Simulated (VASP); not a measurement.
# HfO2 (Fm-3m) in VASP: notebook

The runs below take HfO2 through single point, with PBE.

All numbers are computed with VASP 6.6.1; they aren't measurements. Logs are shortened: lines on timing, memory, paths and dates and some standing lists are left out, and cuts for length are marked.

## 1. The cell of the first run

The structure is cubic, space group Fm-3m (No. 225). The conventional cell has a = 4.994 Å, b = 4.994 Å, c = 4.994 Å, α = 90.00°, β = 90.00°, γ = 90.00°. Hf (site symmetry m-3m) has 8 O at 2.16 Å within 2.9 Å. Within 2.9 Å of O (site symmetry -43m) lie 4 Hf at 2.16 Å and 6 O at 2.50 Å.

## 2. Single point, PBE (volume changed by -6%)

Contents of INCAR:

```
  PREC = Accurate
  ENCUT = 520
  EDIFF = 1E-6
  ISMEAR = 0
  SIGMA = 0.01
  LREAL = F
  LASPH = T
  NELM = 80
  ALGO = Normal
  ISIF = 2
  LWAVE = F
  LCHARG = F
  GGA = PE
  NBANDS = 18
```

Contents of KPOINTS:

```
regular mesh
0
Gamma
  8 8 8
```

Contents of POSCAR:

```
HfO2
1.0
    0.0000000000      2.4967747316      2.4967747316
    2.4967747316      0.0000000000      2.4967747316
    2.4967747316      2.4967747316      0.0000000000
Hf O
1 2
Direct
    0.0000000000      0.0000000000      0.0000000000
    0.2500000000      0.2500000000      0.2500000000
    0.7500000000      0.7500000000      0.7500000000
```

Potentials or basis: VASP PAW PBE potentials, release 64 (Hf_pv, O).

Run with:

```console
cat potpaw_PBE.64/Hf_pv/POTCAR potpaw_PBE.64/O/POTCAR > POTCAR
mpirun -np 1 vasp_std > vasp.out
```

OUTCAR:

```text
PREC = Accurate
   ENCUT = 520
   EDIFF = 1E-6
   ISMEAR = 0
   LREAL = F
   LASPH = T
   NELM = 80
   ISIF = 2
   GGA = PE

 ion  position               nearest neighbor table
   1  0.000  0.000  0.000-   3 2.16   3 2.16   3 2.16   2 2.16   2 2.16   2 2.16   3 2.16   2 2.16

   2  0.250  0.250  0.250-   1 2.16   1 2.16   1 2.16   1 2.16
   3  0.750  0.750  0.750-   1 2.16   1 2.16   1 2.16   1 2.16

  LATTYP: Found a face centered cubic cell.
 ALAT       =     4.9935494632

  Lattice vectors:

 A1 = (   0.0000000000,   2.4967747316,   2.4967747316)
 A2 = (   2.4967747316,   0.0000000000,   2.4967747316)
 A3 = (   2.4967747316,   2.4967747316,   0.0000000000)

Analysis of symmetry for initial positions (statically):
=====================================================================
 Subroutine PRICEL returns:
 Original cell was already a primitive cell.

 Routine SETGRP: Setting up the symmetry group for a
 face centered cubic supercell.

 Subroutine GETGRP returns: Found 48 space group operations
 (whereof 48 operations were pure point group operations)
 out of a pool of 48 trial point group operations.

The static configuration has the point symmetry O_h .

Analysis of symmetry for dynamics (positions and initial velocities):
=====================================================================
 Subroutine PRICEL returns:
 Original cell was already a primitive cell.

 Routine SETGRP: Setting up the symmetry group for a
 face centered cubic supercell.

 Subroutine GETGRP returns: Found 48 space group operations
 (whereof 48 operations were pure point group operations)
 out of a pool of 48 trial point group operations.

The dynamic configuration has the point symmetry O_h .

 Subroutine INISYM returns: Found 48 space group operations
 (whereof 48 operations are pure point group operations),
 and found     1 'primitive' translations

----------------------------------------------------------------------------------------

                                     Primitive cell

  volume of cell :      31.1292

  direct lattice vectors                    reciprocal lattice vectors
     0.000000000  2.496774732  2.496774732    -0.200258355  0.200258355  0.200258355
     2.496774732  0.000000000  2.496774732     0.200258355 -0.200258355  0.200258355
     2.496774732  2.496774732  0.000000000     0.200258355  0.200258355 -0.200258355

  length of vectors
     3.530972688  3.530972688  3.530972688     0.346857645  0.346857645  0.346857645

  position of ions in fractional coordinates (direct lattice)
     0.000000000  0.000000000  0.000000000
     0.250000000  0.250000000  0.250000000
     0.750000000  0.750000000  0.750000000

  ion indices of the primitive-cell ions
   primitive index   ion index
                 1           1
                 2           2
                 3           3

----------------------------------------------------------------------------------------

 KPOINTS: regular mesh

Automatic generation of k-mesh.
 Grid dimensions read from file:
 generate k-points for:    8    8    8

 Generating k-lattice:

  Cartesian coordinates                     Fractional coordinates (reciprocal lattice)
    -0.025032294  0.025032294  0.025032294     0.125000000  0.000000000  0.000000000
     0.025032294 -0.025032294  0.025032294     0.000000000  0.125000000  0.000000000
     0.025032294  0.025032294 -0.025032294     0.000000000  0.000000000  0.125000000

  Length of vectors
     0.043357206  0.043357206  0.043357206

  Shift w.r.t. Gamma in fractional coordinates (k-lattice)
     0.000000000  0.000000000  0.000000000

 Subroutine IBZKPT returns following result:
 ===========================================

 Found     29 irreducible k-points:

 Following reciprocal coordinates:
            Coordinates               Weight
  0.000000  0.000000  0.000000      1.000000
  0.125000  0.000000  0.000000      8.000000
  0.250000  0.000000  0.000000      8.000000
  0.375000  0.000000  0.000000      8.000000
  0.500000  0.000000  0.000000      4.000000
  0.125000  0.125000  0.000000      6.000000
[... 16 lines left out ...]
  0.500000  0.250000  0.125000     48.000000
 -0.375000  0.250000  0.125000     24.000000
 [... further k-points ...]
   k-points           NKPTS =     29   k-points in BZ     NKDIM =     29   number of bands    NBANDS=     18
   number of dos      NEDOS =    301   number of ions     NIONS =      3
   total plane-waves  NPLWV =  21952
   dimension x,y,z NGX =    28 NGY =   28 NGZ =   28
   dimension x,y,z NGXF=    56 NGYF=   56 NGZF=   56
   ions per type =               1   2
   NGX,Y,Z   is equivalent  to a cutoff of  13.18, 13.18, 13.18 a.u.
   NGXF,Y,Z  is equivalent  to a cutoff of  26.37, 26.37, 26.37 a.u.
 SYSTEM =  unknown system
   PREC   = accura    normal or accurate (medium, high low for compatibility)
   ISTART =      0    job   : 0-new  1-cont  2-samecut
   ICHARG =      2    charge: 1-file 2-atom 10-const
   ISPIN  =      1    spin polarized calculation?
   LNONCOLLINEAR =      F non collinear calculations
   LSORBIT =      F    spin-orbit coupling
   LASPH  =      T    aspherical Exc in radial PAW
   ENCUT  =  520.0 eV  38.22 Ry    6.18 a.u.   6.57  6.57  6.57*2*pi/ulx,y,z
   NELM   =     80;   NELMIN=  2; NELMDL= -5     # of ELM steps
   EDIFF  = 0.1E-05   stopping-criterion for ELM
   LREAL  =      F    real-space projection
   EDIFFG = 0.1E-04   stopping-criterion for IOM
   NSW    =      0    number of steps for IOM
   IBRION =     -1    ionic relax: 0-MD 1-quasi-New 2-CG
   NFREE  =      0    steps in history (QN), initial steepest desc. (CG)
   ISIF   =      2    stress and relaxation
   ISYM   =      2    0-nonsym 1-usesym 2-fastsym
   POTIM  = 0.5000    time-step for ionic-motion
   TEBEG  =    0.0;   TEEND  =   0.0 temperature during run
   PSTRESS=    0.0 pullay stress
   NELECT =      22.0000    total number of electrons
   NUPDOWN=      -1.0000    fix difference up-down
   EMIN   =  10.00;   EMAX   =-10.00  energy-range for DOS
   EFERMI =   0.00;   METHOD = LEGACY
   ISMEAR =     0;   SIGMA  =   0.01  broadening in eV -4-tet -1-fermi 0-gaus
   EFERMI_NEDOS =   21; number of points for ismear=-14 and -15
   IALGO  =     38    algorithm
   IMIX   =      4    mixing-type and parameters
     AMIX     =   0.40;   BMIX     =  1.00
     AMIX_MAG =   1.60;   BMIX_MAG =  1.00
  volume/ion in A,a.u.               =      10.38        70.02
  Fermi-wavevector in a.u.,A,eV,Ry     =   1.458231  2.755657 28.931946  2.126438
  Thomas-Fermi vector in A             =   2.574940
   LORBIT       =      0    0 simple, 1 ext, 2 COOP (PROOUT), +10 PAW based schemes
   GGA     = PE    functional components
   LHFCALC =     F    Hartree Fock is set to
   AEXX    =    0.0000 exact exchange contribution
   IVDW    =     0    specifies the selected vdW correction
   LEPSILON=     F    determine dielectric tensor
   LRPA    =     F    only Hartree local field effects (RPA)
 non-spin polarized calculation
 Gauss-broadening in eV      SIGMA  =   0.01
  energy-cutoff  :      520.00
  volume of cell :       31.13
 maximum number of plane-waves:       869
 NGX is ok and might be reduce to    28
   NGX = 13   NGY = 13   NGZ = 13

 number of electron      22.0000002 magnetization

 Free energy of the ion-electron system (eV)
  ---------------------------------------------------
  ext. energy  EPLUGINS =         0.00000000
  ---------------------------------------------------
  free energy    TOTEN  =       -30.18720579 eV

  energy without entropy =      -30.18720579  energy(sigma->0) =      -30.18720579

 E-fermi :   4.7870     XC(G=0): -12.0846

 val. band max:        4.6767540685   @ k =   0.5000   0.5000   0.0000
 cond. band min:       8.6013417433   @ k =   0.5000   0.5000   0.0000
 fundamental gap:      3.9245876748
 Fermi energy:         4.7870112619

 k-point     1 :       0.0000    0.0000    0.0000
  band No.  band energies     occupation
      1     -24.8017      2.00000
      2     -24.8017      2.00000
      3     -24.8017      2.00000
      4     -14.3454      2.00000
      5     -11.0796      2.00000
      6      -0.9525      2.00000
[... 10 lines left out ...]
     17      15.6868      0.00000
     18      18.7020      0.00000

 k-point     2 :       0.1250    0.0000    0.0000
  band No.  band energies     occupation
      1     -24.8864      2.00000
      2     -24.8106      2.00000
      3     -24.8106      2.00000
      4     -14.1116      2.00000
      5     -11.2690      2.00000
      6      -0.7931      2.00000
[... 10 lines left out ...]
     17      15.3926      0.00000
     18      18.4223      0.00000

 k-point     3 :       0.2500    0.0000    0.0000
  band No.  band energies     occupation
      1     -25.0811      2.00000
      2     -24.8322      2.00000
      3     -24.8322      2.00000
      4     -13.5686      2.00000
      5     -11.6360      2.00000
      6      -0.4011      2.00000
[... 10 lines left out ...]
     17      14.8736      0.00000
     18      17.8327      0.00000

 k-point     4 :       0.3750    0.0000    0.0000
  band No.  band energies     occupation
      1     -25.2637      2.00000
      2     -24.8536      2.00000
      3     -24.8536      2.00000
      4     -13.1385      2.00000
      5     -11.8001      2.00000
      6      -0.0173      2.00000
[... 375 lines left out ...]
      4     -13.0919      2.00000
      5     -11.9207      2.00000
      6      -0.3769      2.00000
[... 10 lines left out ...]
     17      15.0145      0.00000
     18      18.3302      0.00000

 k-point    23 :       0.5000    0.2500    0.1250
  band No.  band energies     occupation
      1     -25.2289      2.00000
      2     -24.9896      2.00000
      3     -24.8843      2.00000
      4     -12.6918      2.00000
      5     -12.0506      2.00000
      6      -0.3768      2.00000
[... 10 lines left out ...]
     17      15.8513      0.00000
     18      18.2777      0.00000

 k-point    24 :      -0.3750    0.2500    0.1250
  band No.  band energies     occupation
      1     -25.2634      2.00000
      2     -25.0172      2.00000
      3     -24.8964      2.00000
      4     -12.6284      2.00000
      5     -11.9820      2.00000
      6      -0.3772      2.00000
[... 10 lines left out ...]
     17      15.9646      0.00000
     18      18.2996      0.00000

 [... further k-points ...]

------------------------ aborting loop because EDIFF is reached ----------------------------------------

  FORCE on cell =-STRESS in cart. coord.  units (eV):
  Direction    XX          YY          ZZ          XY          YZ          ZX
  --------------------------------------------------------------------------------------
  -------------------------------------------------------------------------------------
  Total        2.5481751      2.5481751      2.5481751      0.0000000      0.0000000      0.0000000
  in kB      131.1510522    131.1510522    131.1510522      0.0000000      0.0000000      0.0000000
  external PRESSURE =     131.1510522 kB  Pullay stress =       0.0000000 kB

 VOLUME and BASIS-vectors are now :
 -----------------------------------------------------------------------------
  energy-cutoff  :      520.00
  volume of cell :       31.13
      direct lattice vectors                 reciprocal lattice vectors
     0.000000000  2.496774732  2.496774732    -0.200258355  0.200258355  0.200258355
     2.496774732  0.000000000  2.496774732     0.200258355 -0.200258355  0.200258355
     2.496774732  2.496774732  0.000000000     0.200258355  0.200258355 -0.200258355

 POSITION                                       TOTAL-FORCE (eV/Angst)
 -----------------------------------------------------------------------------------
      0.00000      0.00000      0.00000         0.000000     -0.000000     -0.000000
      1.24839      1.24839      1.24839        -0.000000     -0.000000     -0.000000
      3.74516      3.74516      3.74516         0.000000      0.000000      0.000000
 -----------------------------------------------------------------------------------
    total drift:                                0.000000      0.000000      0.000000

  FREE ENERGIE OF THE ION-ELECTRON SYSTEM (eV)
  ---------------------------------------------------
  free  energy   TOTEN  =       -30.1872057883 eV

  energy  without entropy=      -30.1872057883  energy(sigma->0) =      -30.18720579
```

Wall time 11 s (1 thread of Intel Xeon Platinum 8488C (Sapphire Rapids), shared host); peak memory 0.16 GiB.

What came out:

- Free energy: -30.1872 eV
- Pressure: 13.1 GPa
- Band gap on the k mesh: 3.92 eV, direct

Caveat: spin-orbit coupling is left out, which moves the levels of the heavy elements.

(Continued in part 2 of 3.)
